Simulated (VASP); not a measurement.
Here is a VASP 6.6.1 calculation.

Contents of INCAR:

```
SYSTEM = Ag2O
PREC     = Accurate       ! precision mode
ENCUT    = 600            ! plane-wave cutoff, eV
EDIFF    = 1E-7           ! SCF threshold, eV
ISMEAR   = -1             ! smearing method
SIGMA    = 0.1            ! smearing width, eV
LREAL    = .FALSE.        ! projectors in reciprocal space
LASPH    = .TRUE.         ! aspherical terms in the spheres
NELM     = 120            ! most SCF steps
ALGO     = Normal         ! electronic algorithm
ISIF     = 3              ! what is computed and relaxed
LWAVE    = .FALSE.        ! write WAVECAR
LCHARG   = .FALSE.        ! write CHGCAR
GGA      = PS             ! functional
IBRION   = 2              ! ionic algorithm
NSW      = 80             ! ionic steps
EDIFFG   = -0.01          ! ionic threshold
GGA_COMPAT= .FALSE.      
NELMIN   = 4
```

The input KPOINTS:

```
Automatic mesh
0
G
  7 7 7
  0 0 0
```

POSCAR

```
Ag2O
1.0
    4.7180000000      0.0000000000      0.0000000000
    0.0000000000      4.7180000000      0.0000000000
    0.0000000000      0.0000000000      4.7180000000
Ag O
4 2
Direct
    0.2500000000      0.2500000000      0.2500000000
    0.2500000000      0.7500000000      0.7500000000
    0.7500000000      0.7500000000      0.2500000000
    0.7500000000      0.2500000000      0.7500000000
    0.0000000000      0.0000000000      0.0000000000
    0.5000000000      0.5000000000      0.5000000000
```

Potentials or basis: VASP PAW PBE potentials, release 64 (Ag, O).

Command:

```console
$ cat potpaw_PBE.64/Ag/POTCAR potpaw_PBE.64/O/POTCAR > POTCAR
$ mpirun -np 1 vasp_std > vasp.out
```

Q: Estimate the band gap on the k mesh.

A: Zero (filled and empty bands touch).

Q: Estimate the relaxed cell.

A: a = 4.703 Å, b = 4.703 Å, c = 4.703 Å, α = 90.00°, β = 90.00°, γ = 90.00°.

The path:
```
step  energy change (eV)  largest force (eV/Å)  pressure (GPa)  volume (Å³)
   1              0.0000                0.0000           -0.82       105.02
   2             -0.0022                0.0000            0.31       103.66
   3             -0.0026                0.0000            0.00       104.03
```

Caveat: semilocal functionals underestimate gaps, and a narrow one can read as zero; the PAW data sets were made with another functional, which shifts forces and pressure a little.
